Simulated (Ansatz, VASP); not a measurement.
Two plane-wave programs on As

```
CELL_PARAMETERS angstrom
1.87975 1.08527 3.52063
-1.87975 1.08527 3.52063
0.00000 -2.17055 3.52063
ATOMIC_POSITIONS crystal
As 0.22754 0.22754 0.22754
As 0.77246 0.77246 0.77246
```

Change from the starting cell: zz strain of +1 %, PAW files.

Alike in both runs: task electric field gradients; functional LDA; k mesh 13 × 13 × 13; occupations fermi-dirac, width 0.05 eV; no spin polarisation.

|  | VASP | Ansatz |
| --- | --- | --- |
| version | VASP 6.6.1 | Ansatz 0.2.0 |
| potentials or method | VASP PAW LDA potentials, release 64 (As_d) | PAW with Ansatz's default frozen-core files, scalar-relativistic |
| plane-wave cutoff (eV) | 520 | 420 |
| valence electrons in the cell | 30 | 30 |

VASP gave:

```
pressure (GPa)                                                : -1.8
traceless stress, the component that is largest in VASP (GPa) : -0.85
rms of the force components (eV/Å)                            : 0.005
size of Vzz on the site where it differs most (V/Å²)          : 45.1
```

Q: Estimate Ansatz's values.

A: Pressure (GPa): -2.1; traceless stress, the component that is largest in VASP (GPa): -0.79; rms of the force components (eV/Å): 0.015; size of Vzz on the site where it differs most (V/Å²): 46.6.

LDA's correlation is that of Perdew and Zunger in VASP and of Perdew and Wang (1992) in Ansatz. Atom by atom the forces differ by 0.020 eV/Å (rms over components).
